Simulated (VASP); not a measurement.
A run of VASP 6.6.1 is set up as follows.

File INCAR:

```
PREC     = Accurate       # precision mode
ENCUT    = 600            # plane-wave cutoff, eV
EDIFF    = 1E-6           # SCF threshold, eV
ISMEAR   = 0              # smearing method
SIGMA    = 0.01           # smearing width, eV
LREAL    = F              # projectors in reciprocal space
LASPH    = T              # aspherical terms in the spheres
NELM     = 60             # most SCF steps
ALGO     = Normal         # electronic algorithm
ISIF     = 3              # what is computed and relaxed
LWAVE    = F              # write WAVECAR
LCHARG   = F              # write CHGCAR
GGA      = PS             # functional
IBRION   = 2              # ionic algorithm
NSW      = 80             # ionic steps
EDIFFG   = -0.002         # ionic threshold
PSTRESS  = 34.5
```

Contents of KPOINTS:

```
regular mesh
0
Gamma
  6 6 6
```

POSCAR

```
CO2
1.0
    5.2353884503      0.0000000000      0.0000000000
    0.0000000000      5.2353884503      0.0000000000
    0.0000000000      0.0000000000      5.2353884503
C O
4 8
Direct
    0.0000000000      0.0000000000      0.0000000000
    0.5000000000      0.0000000000      0.5000000000
    0.5000000000      0.5000000000      0.0000000000
    0.0000000000      0.5000000000      0.5000000000
    0.1284144826      0.1284144826      0.1284144826
    0.3715855174      0.8715855174      0.6284144826
    0.6284144826      0.3715855174      0.8715855174
    0.8715855174      0.6284144826      0.3715855174
    0.8715855174      0.8715855174      0.8715855174
    0.6284144826      0.1284144826      0.3715855174
    0.3715855174      0.6284144826      0.1284144826
    0.1284144826      0.3715855174      0.6284144826
```

Potentials or basis: VASP PAW PBE potentials, release 64 (C, O).

Command:

```console
$ cat potpaw_PBE.64/C/POTCAR potpaw_PBE.64/O/POTCAR > POTCAR
$ mpirun -np 1 vasp_std > vasp.out
```

Task: Predict the space group after relaxing (to 0.1 Å).

Result: Pa-3 (No. 205).

Task: What does it give for the relaxed cell?

Result: a = 5.204 Å, b = 5.204 Å, c = 5.204 Å, α = 90.00°, β = 90.00°, γ = 90.00°.

Task: What does it give for the band gap on the k mesh?

Result: 6.89 eV.

Task: Estimate the relaxed volume.

Result: 11.75 Å³/atom.

Final structure:
```
C O
1.0
     5.20414    0.00000    0.00000
     0.00000    5.20414    0.00000
     0.00000    0.00000    5.20414
C O
4 8
Direct
  0.00000 0.00000 0.00000
  0.50000 0.00000 0.50000
  0.50000 0.50000 0.00000
  0.00000 0.50000 0.50000
  0.12987 0.12987 0.12987
  0.37013 0.87013 0.62987
  0.62987 0.37013 0.87013
  0.87013 0.62987 0.37013
  0.87013 0.87013 0.87013
  0.62987 0.12987 0.37013
  0.37013 0.62987 0.12987
  0.12987 0.37013 0.62987
```

Caveat: the cell is relaxed towards a set pressure, so the run minimises the enthalpy, not the energy; this functional lacks dispersion, which holds the molecules together, so the pressure and a relaxed volume are unreliable; the PAW data sets were made with another functional, which shifts forces and pressure a little. A k mesh can miss the band edges.
